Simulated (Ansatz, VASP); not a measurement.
## One calculation of CaC2, two programs

```xyz
3
Lattice="-1.9343 1.9343 3.5223 1.9343 -1.9343 3.5223 1.9343 1.9343 -3.5223" Properties=species:S:1:pos:R:3 pbc="T T T"
Ca    0.0000    0.0000    0.0000
C     0.0000    0.0000    4.2119
C     0.0000    0.0000    2.8327
```

Change from the starting cell: strain +0.1000 x Voigt [0, 0, 1, 0, 0, 0], atoms carried along.

Alike in both runs: task single point; functional LDA; k mesh 10 × 10 × 10; occupations gaussian, width 0.05 eV; no spin polarisation.

|  | VASP | Ansatz |
| --- | --- | --- |
| version | VASP 6.6.1 | Ansatz 0.2.0 |
| potentials or method | VASP PAW LDA potentials, release 64 (Ca_sv, C), cutoff 520 eV | scalar-relativistic, plane waves, PAW |
| valence electrons in the cell | 18 | 18 |

```csv
,VASP,Ansatz,Ansatz less VASP
gap on the k mesh at the Fermi level (eV),0.77,0.78,+0.011
least direct gap on the mesh (eV),1.81,1.82,+0.010
pressure (GPa),-16.3,-16.6,-0.28
"traceless stress, the component that is largest in VASP (GPa)",-23.16,-23.34,-0.180
rms of the force components (eV/Å),2.870,2.911,+0.0404
```

LDA's correlation is that of Perdew and Zunger in VASP and of Perdew and Wang (1992) in Ansatz. Atom by atom the forces differ by 0.040 eV/Å (rms over components).
